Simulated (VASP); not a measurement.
Here is a VASP 6.6.1 calculation.

File INCAR:

```
PREC = Accurate
ENCUT = 520
EDIFF = 1E-7
ISMEAR = 0
SIGMA = 0.1
LREAL = F
LASPH = T
NELM = 100
ALGO = Normal
ISIF = 2
LWAVE = F
LCHARG = T
GGA = PE
LELF = T
LVHAR = T
NBANDS = 17
```

Contents of KPOINTS:

```
regular mesh
0
Gamma
  18 18 8
```

The input POSCAR:

```
MoH4
1.0
    2.8564592656      0.0000000000      0.0000000000
   -1.4282296328      2.4737662889      0.0000000000
    0.0000000000      0.0000000000      5.1830589513
H Mo
4 1
Direct
    0.3333333333      0.6666666667      0.2182637002
    0.3333333333      0.6666666667      0.7817362998
    0.6666666667      0.3333333333      0.2182637002
    0.6666666667      0.3333333333      0.7817362998
    0.0000000000      0.0000000000      0.0000000000
```

Potentials or basis: VASP PAW PBE potentials, release 64 (H, Mo_sv).

Launch:

```sh
$ cat potpaw_PBE.64/H/POTCAR potpaw_PBE.64/Mo_sv/POTCAR > POTCAR
$ mpirun -np 1 vasp_std > vasp.out
```

**Question.** What does it give for the largest force?

**Answer.** 0.005 eV/Å.

**Question.** Predict the band gap on the k mesh.

**Answer.** Zero (band 9 reaches 5.60 eV, above the bottom of band 10 at 5.18 eV).

**Question.** Estimate the pressure.

**Answer.** 0.0 GPa.

Stress tensor (GPa, compression positive):
```
-0.01  0.00  0.00
 0.00 -0.01  0.00
 0.00  0.00 -0.14
```
